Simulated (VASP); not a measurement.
A run of VASP 6.6.1 is set up as follows.

POSCAR

```
BeTe
1.0
    2.8142642672      2.8142642672      0.0000000000
   -2.8142642672      2.8142642672      0.0000000000
    0.0000000000      2.8142642672      2.8368915175
Be Te
1 1
Direct
    0.0000000000      0.0000000000      0.0000000000
    0.7500000000      0.2500000000      0.5000000000
```

Contents of INCAR.step1:

```
PREC = Accurate
ENCUT = 520
ISMEAR = 0
SIGMA = 0.01
LREAL = F
LASPH = T
NELM = 80
NBANDS = 11
GGA = PE
ALGO = Normal
EDIFF = 1E-4
LWAVE = T
LCHARG = F
```

Contents of INCAR.step2:

```
PREC = Accurate
ENCUT = 520
EDIFF = 1E-7
ISMEAR = 0
SIGMA = 0.01
LREAL = F
LASPH = T
NELM = 80
ALGO = Normal
ISIF = 2
LWAVE = F
LCHARG = F
METAGGA = R2SCAN
LMIXTAU = T
NBANDS = 11
ISTART = 1
```

The input KPOINTS:

```
regular mesh
0
Gamma
  8 8 8
```

Potentials or basis: VASP PAW PBE potentials, release 64 (Be, Te).

Launch:

```sh
$ cat potpaw_PBE.64/Be/POTCAR potpaw_PBE.64/Te/POTCAR > POTCAR
$ cp INCAR.step1 INCAR
$ mpirun -np 1 vasp_std > vasp.out
$ cp INCAR.step2 INCAR
$ mpirun -np 1 vasp_std > vasp.out
```

Task: What does it give for the pressure?

Result: 0.6 GPa.

Task: Estimate the band gap on the k mesh.

Result: 2.32 eV, indirect (least direct gap 4.00 eV).

Stress tensor (GPa, compression positive):
```
0.79 0.00 0.00
0.00 0.79 0.00
0.00 0.00 0.28
```

Caveat: the cell differs from its parent crystal (in-plane strain -0.005); the PAW data sets were made with another functional, which shifts forces and pressure a little; spin-orbit coupling is left out, which moves the levels of the heavy elements. A k mesh can miss the band edges.
